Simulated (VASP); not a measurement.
A run of VASP 6.6.1:

The input POSCAR:

```
CaO
1.0
    0.0000000000      2.3846033482      2.3975501188
    2.3846033482      0.0000000000      2.3975501188
    2.3846033482      2.3846033482      0.0000000000
Ca O
1 1
Direct
    0.0000000000      0.0000000000      0.0000000000
    0.5000000000      0.5000000000      0.5000000000
```

Contents of INCAR.step1:

```
SYSTEM = CaO
  PREC = Accurate
  ENCUT = 520
  ISMEAR = 0
  SIGMA = 0.01
  LREAL = .False.
  LASPH = .True.
  NELM = 60
  NBANDS = 15
  GGA = PE
  ALGO = Normal
  EDIFF = 1E-4
  LWAVE = .True.
  LCHARG = .False.
```

Contents of INCAR.step2:

```
SYSTEM = CaO
  PREC = Accurate
  ENCUT = 520
  EDIFF = 1E-6
  ISMEAR = 0
  SIGMA = 0.01
  LREAL = .False.
  LASPH = .True.
  NELM = 60
  ALGO = Normal
  ISIF = 2
  LWAVE = .False.
  LCHARG = .True.
  METAGGA = R2SCAN
  LMIXTAU = .True.
  LELF = .True.
  LVHAR = .True.
  NBANDS = 15
  ISTART = 1
```

Contents of KPOINTS:

```
regular mesh
0
Gamma
  10 10 10
  0 0 0
```

Potentials or basis: VASP PAW PBE potentials, release 64 (Ca_sv, O).

Launch:

```console
$ cat potpaw_PBE.64/Ca_sv/POTCAR potpaw_PBE.64/O/POTCAR > POTCAR
$ cp INCAR.step1 INCAR
$ mpirun -np 1 vasp_std > vasp.out
$ cp INCAR.step2 INCAR
$ mpirun -np 1 vasp_std > vasp.out
```

Hardware: 1 thread of AMD EPYC 7R43 64-Core Processor (Zen 3) (shared host).

How long does it take, and how much memory?

Run time: 4 min on 1 thread of AMD EPYC 7R43 64-Core Processor (Zen 3), with other jobs on the host, peak memory 0.16 GiB. Counts: k points 102.
